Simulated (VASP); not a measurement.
# AlN (I-4m2) in VASP: a series of runs

The runs below take AlN through single point, with PBE, r2SCAN.

All numbers are computed with VASP 6.6.1; they aren't measurements. Logs are shortened: lines on timing, memory, paths and dates and some standing lists are left out, and cuts for length are marked.

**1. The cell of the first run**

Symmetry: I-4m2, No. 119, tetragonal system. Conventional cell: a = 3.090 Å, b = 3.090 Å, c = 4.457 Å, α = 90.00°, β = 90.00°, γ = 90.00°. Al (site symmetry -4m2) has 4 N at 1.90 Å within 2.5 Å. N (site symmetry -4m2) has 4 Al at 1.90 Å within 2.5 Å.

**2. Single point, PBE (uniaxial z strain +2.0%)**

The input, INCAR:

```
  PREC = Accurate
  ENCUT = 520
  EDIFF = 1E-6
  ISMEAR = -1
  SIGMA = 0.02
  LREAL = False
  LASPH = True
  NELM = 100
  ALGO = Normal
  ISIF = 2
  LWAVE = False
  LCHARG = True
  GGA = PE
  LELF = True
  LVHAR = True
  NBANDS = 11
```

The input, KPOINTS:

```
regular mesh
0
Gamma
  10 10 10
```

The input, POSCAR:

```
AlN
1.0
    0.0000000000      2.1848764125      2.2285739407
    2.1848764125      0.0000000000      2.2285739407
    2.1848764125      2.1848764125      0.0000000000
Al N
1 1
Direct
    0.0000000000      0.0000000000      0.0000000000
    0.2500000000      0.2500000000      0.2500000000
```

Potentials or basis: VASP PAW PBE potentials, release 64 (Al, N).

On the command line:

```bash
cat potpaw_PBE.64/Al/POTCAR potpaw_PBE.64/N/POTCAR > POTCAR
mpirun -np 1 vasp_std > vasp.out
```

OUTCAR:

```text
PREC = Accurate
   ENCUT = 520
   EDIFF = 1E-6
   ISMEAR = -1
   LREAL = False
   LASPH = True
   NELM = 100
   ISIF = 2
   GGA = PE

 ion  position               nearest neighbor table
   1  0.000  0.000  0.000-   2 1.90   2 1.90   2 1.90   2 1.90
   2  0.250  0.250  0.250-   1 1.90   1 1.90   1 1.90   1 1.90

  LATTYP: Found a body centered tetragonal cell.
 ALAT       =     3.0898818547
 C/A-ratio  =     1.4424978336

  Lattice vectors:

 A1 = (  -2.1848764125,   0.0000000000,   2.2285739407)
 A2 = (   2.1848764125,   0.0000000000,   2.2285739407)
 A3 = (   0.0000000000,   2.1848764125,  -2.2285739407)

Analysis of symmetry for initial positions (statically):
=====================================================================
 Subroutine PRICEL returns:
 Original cell was already a primitive cell.

 Routine SETGRP: Setting up the symmetry group for a
 body centered tetragonal supercell.

 Subroutine GETGRP returns: Found  8 space group operations
 (whereof  8 operations were pure point group operations)
 out of a pool of 16 trial point group operations.

The static configuration has the point symmetry D_2d.

Analysis of symmetry for dynamics (positions and initial velocities):
=====================================================================
 Subroutine PRICEL returns:
 Original cell was already a primitive cell.

 Routine SETGRP: Setting up the symmetry group for a
 body centered tetragonal supercell.

 Subroutine GETGRP returns: Found  8 space group operations
 (whereof  8 operations were pure point group operations)
 out of a pool of 16 trial point group operations.

The dynamic configuration has the point symmetry D_2d.

 Subroutine INISYM returns: Found  8 space group operations
 (whereof  8 operations are pure point group operations),
 and found     1 'primitive' translations

----------------------------------------------------------------------------------------

                                     Primitive cell

  volume of cell :      21.2770

  direct lattice vectors                    reciprocal lattice vectors
     0.000000000  2.184876412  2.228573941    -0.228845896  0.228845896  0.224358721
     2.184876412  0.000000000  2.228573941     0.228845896 -0.228845896  0.224358721
     2.184876412  2.184876412  0.000000000     0.228845896  0.228845896 -0.224358721

  length of vectors
     3.120933634  3.120933634  3.089881855     0.393799091  0.393799091  0.393799091

  position of ions in fractional coordinates (direct lattice)
     0.000000000  0.000000000  0.000000000
     0.250000000  0.250000000  0.250000000

  ion indices of the primitive-cell ions
   primitive index   ion index
                 1           1
                 2           2

----------------------------------------------------------------------------------------

 KPOINTS: regular mesh

Automatic generation of k-mesh.
 Grid dimensions read from file:
 generate k-points for:   10   10   10

 Generating k-lattice:

  Cartesian coordinates                     Fractional coordinates (reciprocal lattice)
    -0.022884590  0.022884590  0.022435872     0.100000000  0.000000000  0.000000000
     0.022884590 -0.022884590  0.022435872     0.000000000  0.100000000  0.000000000
     0.022884590  0.022884590 -0.022435872     0.000000000  0.000000000  0.100000000

  Length of vectors
     0.039379909  0.039379909  0.039379909

  Shift w.r.t. Gamma in fractional coordinates (k-lattice)
     0.000000000  0.000000000  0.000000000

 Subroutine IBZKPT returns following result:
 ===========================================

 Found    102 irreducible k-points:

 Following reciprocal coordinates:
            Coordinates               Weight
  0.000000  0.000000  0.000000      1.000000
  0.100000 -0.000000  0.000000      8.000000
  0.200000 -0.000000  0.000000      8.000000
  0.300000 -0.000000  0.000000      8.000000
  0.400000 -0.000000  0.000000      8.000000
  0.500000 -0.000000  0.000000      4.000000
[... 16 lines left out ...]
  0.300000  0.300000  0.000000      2.000000
[... 48 lines left out ...]
      8      18.1433      0.00000
      9      22.9528      0.00000
     10      23.6134      0.00000
     11      24.1858      0.00000

 k-point     2 :       0.1000   -0.0000    0.0000
  band No.  band energies     occupation
      1      -8.9429      2.00000
      2       4.9625      2.00000
      3       5.6905      2.00000
      4       5.7579      2.00000
      5      10.4503      0.00000
      6      17.7306      0.00000
      7      18.2564      0.00000
      8      18.2689      0.00000
      9      21.7840      0.00000
     10      22.2960      0.00000
     11      23.9142      0.00000

 k-point     3 :       0.2000   -0.0000    0.0000
  band No.  band energies     occupation
      1      -8.5370      2.00000
      2       3.3769      2.00000
      3       5.5465      2.00000
      4       5.6440      2.00000
      5      11.5753      0.00000
      6      16.9252      0.00000
      7      18.1215      0.00000
      8      18.3024      0.00000
      9      21.3983      0.00000
     10      21.6196      0.00000
     11      23.0405      0.00000

 k-point     4 :       0.3000   -0.0000    0.0000
  band No.  band energies     occupation
      1      -7.9488      2.00000
      2       1.7601      2.00000
      3       5.3827      2.00000
      4       5.5136      2.00000
      5      12.4139      0.00000
      6      16.1791      0.00000
      7      17.4461      0.00000
      8      17.7470      0.00000
      9      22.4545      0.00000
     10      22.5180      0.00000
     11      22.8916      0.00000
[... 239 lines left out ...]
 k-point    22 :      -0.2000    0.2000    0.0000
  band No.  band energies     occupation
      1      -7.7433      2.00000
      2       2.0163      2.00000
      3       4.0399      2.00000
      4       5.5931      2.00000
      5      13.1831      0.00000
      6      15.7375      0.00000
      7      16.7844      0.00000
      8      18.2728      0.00000
      9      20.5821      0.00000
     10      24.0732      0.00000
     11      26.4362      0.00000

 k-point    23 :       0.3000    0.3000    0.0000
  band No.  band energies     occupation
      1      -7.6190      2.00000
      2       2.2197      2.00000
      3       4.6359      2.00000
      4       4.6359      2.00000
      5      11.0018      0.00000
      6      15.4955      0.00000
      7      17.1832      0.00000
      8      20.1287      0.00000
      9      20.1287      0.00000
     10      26.1930      0.00000
     11      29.2808      0.00000

 k-point    24 :       0.4000    0.3000    0.0000
  band No.  band energies     occupation
      1      -7.1762      2.00000
      2       1.6015      2.00000
      3       4.1508      2.00000
      4       4.4838      2.00000
      5      10.6546      0.00000
      6      15.3495      0.00000
      7      17.5673      0.00000
      8      20.2472      0.00000
      9      20.7017      0.00000
     10      26.9994      0.00000
     11      28.9667      0.00000

 [... further k-points ...]

------------------------ aborting loop because EDIFF is reached ----------------------------------------

  FORCE on cell =-STRESS in cart. coord.  units (eV):
  Direction    XX          YY          ZZ          XY          YZ          ZX
  --------------------------------------------------------------------------------------
  -------------------------------------------------------------------------------------
  Total        0.1612705      0.1612705     -0.2114451      0.0000000      0.0000000     -0.0000000
  in kB       12.1438009     12.1438009    -15.9219912      0.0000000      0.0000000     -0.0000000
  external PRESSURE =       2.7885368 kB  Pullay stress =       0.0000000 kB

 VOLUME and BASIS-vectors are now :
 -----------------------------------------------------------------------------
  energy-cutoff  :      520.00
  volume of cell :       21.28
      direct lattice vectors                 reciprocal lattice vectors
     0.000000000  2.184876412  2.228573941    -0.228845896  0.228845896  0.224358721
     2.184876412  0.000000000  2.228573941     0.228845896 -0.228845896  0.224358721
     2.184876412  2.184876412  0.000000000     0.228845896  0.228845896 -0.224358721

 POSITION                                       TOTAL-FORCE (eV/Angst)
 -----------------------------------------------------------------------------------
      0.00000      0.00000      0.00000        -0.000000     -0.000000      0.000000
      1.09244      1.09244      1.11429         0.000000      0.000000     -0.000000
 -----------------------------------------------------------------------------------
    total drift:                                0.000000      0.000000     -0.000000

  FREE ENERGIE OF THE ION-ELECTRON SYSTEM (eV)
  ---------------------------------------------------
  free  energy   TOTEN  =       -14.8449670149 eV

  energy  without entropy=      -14.8449670149  energy(sigma->0) =      -14.84496701
```

It took 15 s on 1 thread of Intel Xeon 8259CL, shared host; peak memory 0.14 GiB.

Results:

* Free energy: -14.8450 eV
* Pressure: 0.3 GPa
* Band gap on the k mesh: 3.25 eV (least direct gap 3.98 eV)

Caveat: the cell differs from its parent crystal (uniaxial z strain +2.0%).

**3. Single point, PBE (uniaxial z strain +3.0%)**

The input, INCAR:

```
SYSTEM = AlN
ALGO = Normal
EDIFF = 1E-7
ENCUT = 520
GGA = PE
ISIF = 2
ISMEAR = -1
LASPH = .TRUE.
LCHARG = .FALSE.
LREAL = .FALSE.
LWAVE = .FALSE.
NBANDS = 11
NELM = 60
PREC = Accurate
SIGMA = 0.02
```

The input, KPOINTS:

```
k-points
0
G
  10 10 10
  0 0 0
```

The input, POSCAR:

```
AlN
1.0
    0.0000000000      2.1848764125      2.2504227048
    2.1848764125      0.0000000000      2.2504227048
    2.1848764125      2.1848764125      0.0000000000
Al N
1 1
Direct
    0.0000000000      0.0000000000      0.0000000000
    0.2500000000      0.2500000000      0.2500000000
```

Potentials or basis: VASP PAW PBE potentials, release 64 (Al, N).

On the command line:

```bash
cat potpaw_PBE.64/Al/POTCAR potpaw_PBE.64/N/POTCAR > POTCAR
mpirun -np 1 vasp_std > vasp.out
```

Run time: 17 s. Hardware: 1 thread of Intel Xeon 8259CL, shared host; peak memory 0.15 GiB.

The run converged. Its results:

- Free energy: -14.8411 eV
- Pressure: -1.6 GPa
- Band gap on the k mesh: 3.22 eV (least direct gap 3.88 eV)

Stress tensor (GPa, compression positive):
```
-0.16  0.00  0.00
 0.00 -0.16  0.00
 0.00  0.00 -4.50
```

Levels at points of the mesh, in eV from the valence-band top:
```csv
k point,band 1,band 2,band 3,band 4,band 5,band 6,band 7,band 8,band 9
"(0.00, 0.00, 0.00)",-14.85,-0.13,0.00,0.00,3.88,12.21,12.21,12.24,16.88
"(0.50, 0.00, 0.00)",-12.89,-5.77,-0.65,-0.40,7.02,9.61,10.69,11.18,17.50
"(0.50, 0.50, 0.00)",-12.37,-5.04,-1.63,-1.63,3.35,8.68,13.16,15.46,15.46
"(0.50, 0.00, 0.50)",-12.24,-4.76,-1.87,-1.86,3.22,8.23,13.66,14.80,15.66
```

Caveat: the cell differs from its parent crystal (uniaxial z strain +3.0%). A k mesh can miss the band edges.

**4. Single point, PBE (uniaxial z strain +4.0%)**

The input, INCAR:

```
ALGO     = Normal         # electronic algorithm
EDIFF    = 1E-6           # SCF threshold, eV
ENCUT    = 520            # plane-wave cutoff, eV
GGA      = PE             # functional
ISIF     = 2              # what is computed and relaxed
ISMEAR   = -1             # smearing method
LASPH    = T              # aspherical terms in the spheres
LCHARG   = F              # write CHGCAR
LREAL    = F              # projectors in reciprocal space
LWAVE    = F              # write WAVECAR
NBANDS   = 11             # bands
NELM     = 60             # most SCF steps
PREC     = Accurate       # precision mode
SIGMA    = 0.02           # smearing width, eV
```

The input, KPOINTS:

```
k-points
0
Gamma
  10 10 10
```

The input, POSCAR:

```
AlN
1.0
    0.0000000000      2.1848764125      2.2722714690
    2.1848764125      0.0000000000      2.2722714690
    2.1848764125      2.1848764125      0.0000000000
Al N
1 1
Direct
    0.0000000000      0.0000000000      0.0000000000
    0.2500000000      0.2500000000      0.2500000000
```

On the command line:

```bash
cat potpaw_PBE.64/Al/POTCAR potpaw_PBE.64/N/POTCAR > POTCAR
mpirun -np 1 vasp_std > vasp.out
```

Wall time 14 s (1 thread of Intel Xeon 8259CL, shared host); peak memory 0.15 GiB.

It converged, with:

* Free energy: -14.8335 eV
* Pressure: -3.4 GPa
* Band gap on the k mesh: 3.18 eV (least direct gap 3.77 eV)

Stress tensor (GPa, compression positive):
```
-1.46  0.00  0.00
 0.00 -1.46  0.00
 0.00  0.00 -7.41
```

Levels at points of the mesh, in eV from the valence-band top:
| k point | band 2 | band 3 | band 4 | band 5 | band 6 | band 7 |
| --- | --- | --- | --- | --- | --- | --- |
| (0.00, 0.00, 0.00) | -0.18 | 0.00 | 0.00 | 3.77 | 12.09 | 12.09 |
| (0.50, 0.00, 0.00) | -5.75 | -0.71 | -0.38 | 6.88 | 9.53 | 10.57 |
| (0.50, 0.50, 0.00) | -5.09 | -1.58 | -1.58 | 3.36 | 8.70 | 12.90 |
| (0.50, 0.00, 0.50) | -4.72 | -1.90 | -1.89 | 3.18 | 8.10 | 13.56 |

Caveat: the cell differs from its parent crystal (uniaxial z strain +4.0%); the cell stands under tension. A k mesh can miss the band edges.

**5. Single point, r2SCAN (uniaxial z strain -4.0%)**

The input, POSCAR:

```
AlN
1.0
    0.0000000000      2.1848764125      2.0974813560
    2.1848764125      0.0000000000      2.0974813560
    2.1848764125      2.1848764125      0.0000000000
Al N
1 1
Direct
    0.0000000000      0.0000000000      0.0000000000
    0.2500000000      0.2500000000      0.2500000000
```

The input, INCAR.step1:

```
SYSTEM = AlN
ALGO = Normal
EDIFF = 1E-4
ENCUT = 520
GGA = PE
ISMEAR = 0
LASPH = .TRUE.
LCHARG = .FALSE.
LREAL = .FALSE.
LWAVE = .TRUE.
NBANDS = 11
NELM = 100
PREC = Accurate
SIGMA = 0.01
```

The input, INCAR.step2:

```
SYSTEM = AlN
ALGO = Normal
EDIFF = 1E-7
ENCUT = 520
ISIF = 2
ISMEAR = 0
ISTART = 1
LASPH = .TRUE.
LCHARG = .FALSE.
LMIXTAU = .TRUE.
LREAL = .FALSE.
LWAVE = .FALSE.
METAGGA = R2SCAN
NBANDS = 11
NELM = 100
PREC = Accurate
SIGMA = 0.01
```

The input, KPOINTS:

```
k-points
0
G
  10 10 10
  0 0 0
```

On the command line:

```bash
cat potpaw_PBE.64/Al/POTCAR potpaw_PBE.64/N/POTCAR > POTCAR
cp INCAR.step1 INCAR
mpirun -np 1 vasp_std > vasp.out
cp INCAR.step2 INCAR
mpirun -np 1 vasp_std > vasp.out
```

It took 66 s on 1 thread of Intel Xeon 8259CL, shared host; peak memory 0.15 GiB.

Results (log left out):

| Property | Result |
| --- | --- |
| Free energy | -19.1482 eV |
| Pressure | 8.8 GPa |
| Band gap on the k mesh | 3.74 eV (least direct gap 5.15 eV) |

Stress tensor (GPa, compression positive):
```
 7.10  0.00  0.00
 0.00  7.10  0.00
 0.00  0.00 12.11
```

Levels at points of the mesh, in eV from the valence-band top:
```csv
k point,band 2,band 3,band 4,band 5,band 6,band 7
"(0.00, 0.00, 0.00)",-0.16,-0.16,0.00,5.15,13.79,13.85
"(0.50, 0.00, 0.00)",-6.18,-0.78,-0.43,8.41,11.02,11.70
"(0.50, 0.50, 0.00)",-4.92,-2.19,-2.19,3.74,9.19,16.19
"(0.50, 0.00, 0.50)",-5.32,-1.84,-1.83,3.93,9.83,15.40
```

Caveat: the cell differs from its parent crystal (uniaxial z strain -4.0%); the cell stands under pressure; the PAW data sets were made with another functional, which shifts forces and pressure a little. A k mesh can miss the band edges.

**6. Single point, r2SCAN (uniaxial z strain -3.0%)**

The input, POSCAR:

```
AlN
1.0
    0.0000000000      2.1848764125      2.1193301201
    2.1848764125      0.0000000000      2.1193301201
    2.1848764125      2.1848764125      0.0000000000
Al N
1 1
Direct
    0.0000000000      0.0000000000      0.0000000000
    0.2500000000      0.2500000000      0.2500000000
```

The input, INCAR.step1:

```
  ALGO = Normal
  EDIFF = 1E-4
  ENCUT = 520
  GGA = PE
  ISMEAR = 0
  LASPH = T
  LCHARG = F
  LREAL = F
  LWAVE = T
  NBANDS = 11
  NELM = 80
  PREC = Accurate
  SIGMA = 0.01
```

The input, INCAR.step2:

```
  ALGO = Normal
  EDIFF = 1E-6
  ENCUT = 520
  ISIF = 2
  ISMEAR = 0
  ISTART = 1
  LASPH = T
  LCHARG = F
  LMIXTAU = T
  LREAL = F
  LWAVE = F
  METAGGA = R2SCAN
  NBANDS = 11
  NELM = 80
  PREC = Accurate
  SIGMA = 0.01
```

The input, KPOINTS:

```
k-points
0
Gamma
  10 10 10
```

Potentials or basis: VASP PAW PBE potentials, release 64 (Al, N).

On the command line:

```bash
cat potpaw_PBE.64/Al/POTCAR potpaw_PBE.64/N/POTCAR > POTCAR
cp INCAR.step1 INCAR
mpirun -np 1 vasp_std > vasp.out
cp INCAR.step2 INCAR
mpirun -np 1 vasp_std > vasp.out
```

Wall time 66 s (1 thread of Intel Xeon 8259CL, shared host); peak memory 0.15 GiB.

It converged, with:

```yaml
Free_energy: -19.1622 eV
Pressure: 6.3 GPa
Band_gap_on_the_k_mesh: 3.78 eV (least direct gap 5.08 eV)
```

Stress tensor (GPa, compression positive):
```
5.03 0.00 0.00
0.00 5.03 0.00
0.00 0.00 8.96
```

Levels at points of the mesh, in eV from the valence-band top:
| k point | band 1 | band 2 | band 3 | band 4 | band 5 | band 6 | band 7 | band 8 | band 9 |
| --- | --- | --- | --- | --- | --- | --- | --- | --- | --- |
| (0.00, 0.00, 0.00) | -16.00 | -0.12 | -0.12 | 0.00 | 5.08 | 13.72 | 13.76 | 13.76 | 18.18 |
| (0.50, 0.00, 0.00) | -13.90 | -6.10 | -0.70 | -0.44 | 8.37 | 10.96 | 11.76 | 12.40 | 19.61 |
| (0.50, 0.50, 0.00) | -13.15 | -4.93 | -2.10 | -2.10 | 3.78 | 9.26 | 15.93 | 17.08 | 17.08 |
| (0.50, 0.00, 0.50) | -13.29 | -5.22 | -1.83 | -1.83 | 3.93 | 9.74 | 15.34 | 16.86 | 17.83 |

Caveat: the cell differs from its parent crystal (uniaxial z strain -3.0%); the cell stands under pressure; the PAW data sets were made with another functional, which shifts forces and pressure a little. A k mesh can miss the band edges.

**7. Summary**

| level | cell | smearing | gap on the mesh (eV) | pressure (GPa) |
| --- | --- | --- | --- | --- |
| PBE | a = 3.121, b = 3.121, c = 3.090 Å, angles 60.3, 60.3, 59.3°, 2 atoms | fermi-dirac 0.02 eV | 3.25 | 0.3 |
| PBE | a = 3.137, b = 3.137, c = 3.090 Å, angles 60.5, 60.5, 59.0°, 2 atoms | fermi-dirac 0.02 eV | 3.22 | -1.6 |
| PBE | a = 3.152, b = 3.152, c = 3.090 Å, angles 60.7, 60.7, 58.7°, 2 atoms | fermi-dirac 0.02 eV | 3.18 | -3.4 |
| r2SCAN | a = 3.029, b = 3.029, c = 3.090 Å, angles 59.3, 59.3, 61.3°, 2 atoms | gaussian 0.01 eV | 3.74 | 8.8 |
| r2SCAN | a = 3.044, b = 3.044, c = 3.090 Å, angles 59.5, 59.5, 61.0°, 2 atoms | gaussian 0.01 eV | 3.78 | 6.3 |

Alike in all rows: task single point; potentials or basis VASP PAW PBE potentials, release 64 (Al, N); no spin polarisation; k mesh 10 × 10 × 10; cutoff (eV) 520.

Caveats: the cell stands under pressure (at least some runs); the PAW data sets were made with another functional, which shifts forces and pressure a little (at least some runs); the cell stands under tension (at least some runs).

Total energies depend on the potentials used, so only differences within one code and one set of settings carry meaning.
